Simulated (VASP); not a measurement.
# HRh12CN in VASP: single point with PBE+D3(BJ)

Aim: the single point of HRh12CN with PBE+D3(BJ).

All numbers are computed with VASP 6.6.1; they aren't measurements. Logs are shortened: lines on timing, memory, paths and dates and some standing lists are left out, and cuts for length are marked.

## (1) The cell of the first run

The cell holds a slab with vacuum, 15 atoms: a = 5.365 Å, b = 5.365 Å, c = 22.380 Å, α = 90.00°, β = 90.00°, γ = 120.00°.

## (2) Single point, PBE+D3(BJ)

The input, INCAR:

```
PREC     = Accurate       # precision mode
ENCUT    = 520            # plane-wave cutoff, eV
EDIFF    = 1E-6           # SCF threshold, eV
ISMEAR   = 0              # smearing method
SIGMA    = 0.1            # smearing width, eV
LREAL    = Auto         
LASPH    = T              # aspherical terms in the spheres
NELM     = 100            # most SCF steps
ALGO     = Normal         # electronic algorithm
ISIF     = 2              # what is computed and relaxed
LWAVE    = F              # write WAVECAR
LCHARG   = F              # write CHGCAR
LDIPOL   = T            
IDIPOL   = 3            
DIPOL    = 0.5 0.5 0.495
GGA      = PE             # functional
IVDW     = 12             # dispersion correction
NBANDS   = 108            # bands
```

The input, KPOINTS:

```
Automatic mesh
0
Gamma
  4 4 1
```

The input, POSCAR:

```
HRh12CN
1.0
    5.3647950047      0.0000000000      0.0000000000
   -2.6823975023      4.6460487602      0.0000000000
    0.0000000000      0.0000000000     22.3803367787
Rh C N H
12 1 1 1
Direct
    0.3333333333      0.1666666667      0.3574566406
    0.3333333333      0.6666666667      0.3574566406
    0.8333333333      0.1666666667      0.3574566406
    0.8333333333      0.6666666667      0.3574566406
    0.6696291976      0.3350014635      0.4545762079
    0.6651581973      0.8328896004      0.4524241381
    0.1639702016      0.3344313323      0.4545515213
    0.1640823451      0.8301405786      0.4540578055
   -0.0034062295      0.4987286429      0.5580591283
   -0.0046297710     -0.0036943290      0.5483204716
    0.4973785087      0.4996615130      0.5488393956
    0.4969551223     -0.0029239303      0.5486219773
    0.0035898701      0.3791724063      0.6464504573
   -0.0125797977      0.5953522084      0.6525852461
    0.0172699284      0.2113395303      0.6709846348
```

Potentials or basis: VASP PAW PBE potentials, release 64 (Rh_pv, C, N, H).

Started as:

```bash
$ cat potpaw_PBE.64/Rh_pv/POTCAR potpaw_PBE.64/C/POTCAR potpaw_PBE.64/N/POTCAR potpaw_PBE.64/H/POTCAR > POTCAR
$ mpirun -np 1 vasp_std > vasp.out
```

OUTCAR:

```text
PREC = Accurate
   ENCUT = 520
   EDIFF = 1E-6
   ISMEAR = 0
   LREAL = Auto
   LASPH = T
   NELM = 100
   ISIF = 2
   GGA = PE
   IVDW = 12
 IVDW          = 12

 ion  position               nearest neighbor table
   1  0.333  0.167  0.357-   8 2.67   5 2.68   7 2.68   3 2.68   3 2.68   2 2.68   2 2.68   4 2.68
                             4 2.68
   2  0.333  0.667  0.357-   6 2.63   8 2.66   7 2.67   4 2.68   4 2.68   1 2.68   1 2.68   3 2.68
                             3 2.68
   3  0.833  0.167  0.357-   6 2.63   7 2.66   5 2.67   1 2.68   1 2.68   4 2.68   4 2.68   2 2.68
                             2 2.68
   4  0.833  0.667  0.357-   6 2.63   8 2.65   5 2.66   2 2.68   2 2.68   3 2.68   3 2.68   1 2.68
                             1 2.68
   5  0.670  0.335  0.455-  12 2.63  11 2.63   7 2.65   8 2.65   4 2.66   3 2.67   1 2.68   6 2.68
                             6 2.68   8 2.71   7 2.71   9 2.77
   6  0.665  0.833  0.452-   2 2.63   3 2.63   4 2.63  10 2.64  12 2.65  11 2.66   8 2.68   7 2.68
                             5 2.68   5 2.68   7 2.68   8 2.68
   7  0.164  0.334  0.455-  11 2.62  10 2.62   5 2.65   8 2.66   3 2.66   2 2.67   1 2.68   6 2.68
                             6 2.68   8 2.71   5 2.71   9 2.78
   8  0.164  0.830  0.454-  12 2.62  10 2.62   4 2.65   5 2.65   2 2.66   7 2.66   1 2.67   6 2.68
                             6 2.68   7 2.71   5 2.71   9 2.79
   9  0.997  0.499  0.558-  13 2.09  14 2.18  10 2.68  12 2.69  11 2.69  11 2.69  12 2.69  10 2.70
                             5 2.77   7 2.78   8 2.79
  10  0.995  0.996  0.548-   8 2.62   7 2.62   6 2.64  11 2.67  12 2.68   9 2.68  12 2.69  11 2.70
                             9 2.70
  11  0.497  0.500  0.549-   7 2.62   5 2.63   6 2.66  10 2.67  12 2.67   9 2.69   9 2.69  12 2.70
                            10 2.70
  12  0.497  0.997  0.549-   8 2.62   5 2.63   6 2.65  11 2.67  10 2.68   9 2.69  10 2.69   9 2.69
                            11 2.70
  13  0.004  0.379  0.646-  15 1.09  14 1.21   9 2.09
  14  0.987  0.595  0.653-  13 1.21   9 2.18
  15  0.017  0.211  0.671-  13 1.09

  LATTYP: Found a hexagonal cell.
 ALAT       =     5.3647950047
 C/A-ratio  =     4.1717039997

  Lattice vectors:

 A1 = (   5.3647950047,   0.0000000000,   0.0000000000)
 A2 = (  -2.6823975023,   4.6460487602,   0.0000000000)
 A3 = (   0.0000000000,   0.0000000000,  22.3803367787)

Analysis of symmetry for initial positions (statically):
=====================================================================
 Subroutine PRICEL returns:
 Original cell was already a primitive cell.

 Routine SETGRP: Setting up the symmetry group for a
 hexagonal supercell.

 Subroutine GETGRP returns: Found  1 space group operations
 (whereof  1 operations were pure point group operations)
 out of a pool of 24 trial point group operations.

The static configuration has the point symmetry C_1 .

Analysis of symmetry for dynamics (positions and initial velocities):
=====================================================================
 Subroutine PRICEL returns:
 Original cell was already a primitive cell.

 Routine SETGRP: Setting up the symmetry group for a
 hexagonal supercell.

 Subroutine GETGRP returns: Found  1 space group operations
 (whereof  1 operations were pure point group operations)
 out of a pool of 24 trial point group operations.

The dynamic configuration has the point symmetry C_1 .

 Subroutine INISYM returns: Found  1 space group operations
 (whereof  1 operations are pure point group operations),
 and found     1 'primitive' translations

----------------------------------------------------------------------------------------

                                     Primitive cell

  volume of cell :     557.8321

  direct lattice vectors                    reciprocal lattice vectors
     5.364795005  0.000000000  0.000000000     0.186400412  0.107618328  0.000000000
    -2.682397502  4.646048760  0.000000000     0.000000000  0.215236656  0.000000000
     0.000000000  0.000000000 22.380336779     0.000000000  0.000000000  0.044682080

  length of vectors
     5.364795005  5.364795005 22.380336779     0.215236656  0.215236656  0.044682080

  position of ions in fractional coordinates (direct lattice)
     0.333333333  0.166666667  0.357456641
     0.333333333  0.666666667  0.357456641
     0.833333333  0.166666667  0.357456641
     0.833333333  0.666666667  0.357456641
     0.669629198  0.335001463  0.454576208
     0.665158197  0.832889600  0.452424138
     0.163970202  0.334431332  0.454551521
     0.164082345  0.830140579  0.454057805
     0.996593770  0.498728643  0.558059128
     0.995370229  0.996305671  0.548320472
     0.497378509  0.499661513  0.548839396
     0.496955122  0.997076070  0.548621977
     0.003589870  0.379172406  0.646450457
     0.987420202  0.595352208  0.652585246
     0.017269928  0.211339530  0.670984635

  ion indices of the primitive-cell ions
   primitive index   ion index
                 1           1
                 2           2
                 3           3
                 4           4
                 5           5
                 6           6
                 7           7
                 8           8
                 9           9
                10          10
                11          11
                12          12
                13          13
                14          14
                15          15

----------------------------------------------------------------------------------------

 KPOINTS: Automatic mesh

Automatic generation of k-mesh.
 Grid dimensions read from file:
 generate k-points for:    4    4    1

 Generating k-lattice:

  Cartesian coordinates                     Fractional coordinates (reciprocal lattice)
     0.046600103  0.026904582  0.000000000     0.250000000  0.000000000  0.000000000
     0.000000000  0.053809164  0.000000000     0.000000000  0.250000000  0.000000000
     0.000000000  0.000000000  0.044682080     0.000000000  0.000000000  1.000000000

  Length of vectors
     0.053809164  0.053809164  0.044682080

  Shift w.r.t. Gamma in fractional coordinates (k-lattice)
     0.000000000  0.000000000  0.000000000

 Subroutine IBZKPT returns following result:
 ===========================================

 Found     10 irreducible k-points:

 Following reciprocal coordinates:
            Coordinates               Weight
  0.000000  0.000000  0.000000      1.000000
  0.250000 -0.000000  0.000000      2.000000
  0.000000  0.250000  0.000000      2.000000
 -0.250000  0.250000  0.000000      2.000000
  0.500000 -0.000000  0.000000      1.000000
  0.000000  0.500000  0.000000      1.000000
  0.500000  0.500000  0.000000      1.000000
  0.250000  0.250000  0.000000      2.000000
 -0.250000  0.500000  0.000000      2.000000
  0.500000  0.250000  0.000000      2.000000
   k-points           NKPTS =     10   k-points in BZ     NKDIM =     10   number of bands    NBANDS=    108
   number of dos      NEDOS =    301   number of ions     NIONS =     15
   total plane-waves  NPLWV = 268800
   dimension x,y,z NGX =    40 NGY =   40 NGZ =  168
   dimension x,y,z NGXF=    80 NGYF=   80 NGZF=  336
   ions per type =              12   1   1   1
   NGX,Y,Z   is equivalent  to a cutoff of  12.40, 12.40, 12.48 a.u.
   NGXF,Y,Z  is equivalent  to a cutoff of  24.79, 24.79, 24.96 a.u.
 SYSTEM =  unknown system
   PREC   = accura    normal or accurate (medium, high low for compatibility)
   ISTART =      0    job   : 0-new  1-cont  2-samecut
   ICHARG =      2    charge: 1-file 2-atom 10-const
   ISPIN  =      1    spin polarized calculation?
   LNONCOLLINEAR =      F non collinear calculations
   LSORBIT =      F    spin-orbit coupling
   LASPH  =      T    aspherical Exc in radial PAW
   ENCUT  =  520.0 eV  38.22 Ry    6.18 a.u.   9.97  9.97 41.61*2*pi/ulx,y,z
   NELM   =    100;   NELMIN=  2; NELMDL= -5     # of ELM steps
   EDIFF  = 0.1E-05   stopping-criterion for ELM
   LREAL  =      T    real-space projection
   EDIFFG = 0.1E-04   stopping-criterion for IOM
   NSW    =      0    number of steps for IOM
[... 5 lines left out ...]
   TEBEG  =    0.0;   TEEND  =   0.0 temperature during run
   PSTRESS=    0.0 pullay stress
   NELECT =     190.0000    total number of electrons
   NUPDOWN=      -1.0000    fix difference up-down
   EMIN   =  10.00;   EMAX   =-10.00  energy-range for DOS
   EFERMI =   0.00;   METHOD = LEGACY
   ISMEAR =     0;   SIGMA  =   0.10  broadening in eV -4-tet -1-fermi 0-gaus
   EFERMI_NEDOS =   21; number of points for ismear=-14 and -15
   IALGO  =     38    algorithm
   IMIX   =      4    mixing-type and parameters
     AMIX     =   0.40;   BMIX     =  1.00
     AMIX_MAG =   1.60;   BMIX_MAG =  1.00
  volume/ion in A,a.u.               =      37.19       250.96
  Fermi-wavevector in a.u.,A,eV,Ry     =   1.143295  2.160514 17.784485  1.307123
  Thomas-Fermi vector in A             =   2.279990
   LORBIT       =      0    0 simple, 1 ext, 2 COOP (PROOUT), +10 PAW based schemes
   GGA     = PE    functional components
   LHFCALC =     F    Hartree Fock is set to
   AEXX    =    0.0000 exact exchange contribution
   IVDW    =    12    specifies the selected vdW correction
   LEPSILON=     F    determine dielectric tensor
   LRPA    =     F    only Hartree local field effects (RPA)
 non-spin polarized calculation
 Gauss-broadening in eV      SIGMA  =   0.10
  energy-cutoff  :      520.00
  volume of cell :      557.83
 maximum number of plane-waves:     15072
   NGX = 19   NGY = 19   NGZ = 83

 dipolmoment           0.000000      0.000000      0.033374 electrons x Angstroem

 number of electron     189.9999989 magnetization

 dipolmoment           0.000000      0.000000     -0.085244 electrons x Angstroem

 Free energy of the ion-electron system (eV)
  ---------------------------------------------------
  ext. energy  EPLUGINS =         0.00000000
  ---------------------------------------------------
  free energy    TOTEN  =      -100.87858842 eV

  energy without entropy =     -100.75487937  energy(sigma->0) =     -100.81673389

 E-fermi :   0.5393     XC(G=0):  -5.3957

 val. band max:        0.5257839618   @ k =  -0.2500   0.5000   0.0000
 cond. band min:       0.5523780996   @ k =  -0.2500   0.2500   0.0000
 fundamental gap:      0.0265941378
 Fermi energy:         0.5393241971

 k-point     1 :       0.0000    0.0000    0.0000
  band No.  band energies     occupation
      1     -46.6068      2.00000
      2     -46.5987      2.00000
      3     -46.5680      2.00000
      4     -46.5057      2.00000
      5     -46.4526      2.00000
      6     -46.4447      2.00000
[... 99 lines left out ...]
    106       2.3895      0.00000
    107       2.6113      0.00000
[... 988 lines left out ...]
    106       1.7318      0.00000
    107       2.0265      0.00000
 [bands above 107 left out]

------------------------ aborting loop because EDIFF is reached ----------------------------------------

 vacuum level on the upper side and lower side of the slab       (xc-potential included)        -0.422         0.191

 Edisp (eV)   -5.62408

 E8    (eV) :    -2.5867

  FORCE on cell =-STRESS in cart. coord.  units (eV):
  Direction    XX          YY          ZZ          XY          YZ          ZX
  --------------------------------------------------------------------------------------
  -------------------------------------------------------------------------------------
  Total      -5.64755    -5.73748    -0.03549     0.03753     0.06544    -0.05477
  in kB     -16.22062   -16.47891    -0.10194     0.10779     0.18797    -0.15731
  external pressure =      -10.93 kB  Pullay stress =        0.00 kB

 VOLUME and BASIS-vectors are now :
 -----------------------------------------------------------------------------
  energy-cutoff  :      520.00
  volume of cell :      557.83
      direct lattice vectors                 reciprocal lattice vectors
     5.364795005  0.000000000  0.000000000     0.186400412  0.107618328  0.000000000
    -2.682397502  4.646048760  0.000000000     0.000000000  0.215236656  0.000000000
     0.000000000  0.000000000 22.380336779     0.000000000  0.000000000  0.044682080

 POSITION                                       TOTAL-FORCE (eV/Angst)
 -----------------------------------------------------------------------------------
      1.34120      0.77434      8.00000         0.046707      0.042312     -0.088374
     -0.00000      3.09737      8.00000        -0.162143     -0.117301      0.023820
      4.02360      0.77434      8.00000        -0.020341      0.201369      0.036156
      2.68240      3.09737      8.00000         0.137944     -0.133738      0.018759
      2.69382      1.55643     10.17357         0.001845     -0.000540      0.003650
      1.33430      3.86965     10.12540        -0.002252      0.001315      0.003419
     -0.01741      1.55378     10.17302        -0.003798     -0.000695      0.012087
     -1.34650      3.85687     10.16197         0.004068      0.002065     -0.010767
      4.00873      2.31712     12.48955         0.005443     -0.005462     -0.026163
      2.66747      4.62888     12.27160        -0.000136      0.003883     -0.000299
      1.32804      2.32145     12.28321        -0.001248      0.002956     -0.006143
     -0.00849      4.63246     12.27834         0.003468     -0.000287     -0.001494
     -0.99783      1.76165     14.46778         0.137384     -0.206041     -0.011376
      3.70034      2.76604     14.60508        -0.142885      0.212315      0.052293
     -0.47425      0.98189     15.01686        -0.004057     -0.002151     -0.005569
 -----------------------------------------------------------------------------------
    total drift:                                0.003664      0.001294      0.009678

  FREE ENERGIE OF THE ION-ELECTRON SYSTEM (eV)
  ---------------------------------------------------
  free  energy   TOTEN  =      -106.5026676462 eV

  energy  without entropy=     -106.3789585980  energy(sigma->0) =     -106.44081312

 vacuum level on the upper side and lower side of the slab         4.892         5.510
```

Run time: 25 min. Hardware: 1 thread of AMD EPYC 9R14 (Zen 4), shared host; peak memory 0.77 GiB.

What came out:

| Item | Value |
| --- | --- |
| Free energy | -106.5027 eV |
| Largest force | 0.261 eV/Å |
| Band gap on the k mesh | zero (bands 95 and 96 overlap by 0.82 eV) |
| Dispersion energy per atom | -0.375 eV |

Forces in eV/Å, atoms in the order of the input:
```
Rh   0.047  0.042 -0.088
Rh  -0.162 -0.117  0.024
Rh  -0.020  0.201  0.036
Rh   0.138 -0.134  0.019
Rh   0.002 -0.001  0.004
Rh  -0.002  0.001  0.003
Rh  -0.004 -0.001  0.012
Rh   0.004  0.002 -0.011
Rh   0.005 -0.005 -0.026
Rh   0.000  0.004  0.000
Rh  -0.001  0.003 -0.006
Rh   0.003  0.000 -0.001
C    0.137 -0.206 -0.011
N   -0.143  0.212  0.052
H   -0.004 -0.002 -0.006
```

The gap in the log of VASP goes by the Fermi energy; the results here count the filled bands.